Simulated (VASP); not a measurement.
Input of a VASP 6.6.1 run:

File INCAR:

```
SYSTEM = InSb3
PREC = Accurate ; ENCUT = 520
EDIFF = 1E-6 ; ISMEAR = 0
SIGMA = 0.15 ; LREAL = .False.
LASPH = .True. ; NELM = 100
ALGO = Normal ; ISIF = 2
LWAVE = .False. ; LCHARG = .False.
GGA = PS ; NBANDS = 22
```

Contents of KPOINTS:

```
Automatic mesh
0
Gamma
  10 10 10
  0 0 0
```

POSCAR

```
InSb3
1.0
    5.0516640923      0.0000000000      0.0000000000
    0.0000000000      5.0516640923      0.0000000000
    0.0000000000      0.0000000000      4.4742588866
In Sb
1 3
Direct
    0.0000000000      0.0000000000      0.0000000000
    0.5000000000      0.0000000000      0.5000000000
    0.0000000000      0.5000000000      0.5000000000
    0.5000000000      0.5000000000      0.0000000000
```

Potentials or basis: VASP PAW PBE potentials, release 64 (In_d, Sb).

Launch:

```sh
$ cat potpaw_PBE.64/In_d/POTCAR potpaw_PBE.64/Sb/POTCAR > POTCAR
$ mpirun -np 1 vasp_std > vasp.out
```

**Question.** Estimate the band gap on the k mesh.

**Answer.** Zero (band 14 reaches 9.89 eV, above the bottom of band 15 at 6.17 eV).

**Question.** What does it give for the pressure?

**Answer.** -3.9 GPa.

Stress tensor (GPa, compression positive):
```
-3.78  0.00  0.00
 0.00 -3.78  0.00
 0.00  0.00 -4.23
```

Caveat: the PAW data sets were made with another functional, which shifts forces and pressure a little; spin-orbit coupling is left out, which moves the levels of the heavy elements.
